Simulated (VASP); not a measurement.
A run of VASP 6.6.1:

Contents of POSCAR:

```
ScAl
1.0
    3.3703489700      0.0000000000      0.0000000000
    0.0000000000      3.3703489700      0.0000000000
    0.0000000000      0.0000000000      3.3703489700
Sc Al
1 1
Direct
    0.5000000000      0.5000000000      0.5000000000
    0.0000000000      0.0000000000      0.0000000000
```

Contents of INCAR.step1:

```
PREC = Accurate ; ENCUT = 520
ISMEAR = 0 ; SIGMA = 0.15
LREAL = False ; LASPH = True
NELM = 80 ; NBANDS = 14
GGA = PE ; ALGO = Normal
EDIFF = 1E-4 ; LWAVE = True
LCHARG = False
```

Contents of INCAR.step2:

```
PREC = Accurate ; ENCUT = 520
EDIFF = 1E-6 ; ISMEAR = 0
SIGMA = 0.15 ; LREAL = False
LASPH = True ; NELM = 80
ALGO = Normal ; ISIF = 2
LWAVE = False ; LCHARG = False
METAGGA = R2SCAN ; LMIXTAU = True
NBANDS = 14 ; ISTART = 1
```

The input KPOINTS:

```
regular mesh
0
Gamma
  14 14 14
```

Potentials or basis: VASP PAW PBE potentials, release 64 (Sc_sv, Al).

Command:

```sh
$ cat potpaw_PBE.64/Sc_sv/POTCAR potpaw_PBE.64/Al/POTCAR > POTCAR
$ cp INCAR.step1 INCAR
$ mpirun -np 1 vasp_std > vasp.out
$ cp INCAR.step2 INCAR
$ mpirun -np 1 vasp_std > vasp.out
```

Hardware: 1 thread of Intel(R) Xeon(R) 6975P-C (Granite Rapids) (shared host).

**Question.** Estimate the wall time of this run.

**Answer.** Wall time 2 min on 1 thread of Intel(R) Xeon(R) 6975P-C (Granite Rapids) (shared host), peak memory 0.21 GiB. Counts: k points 120.
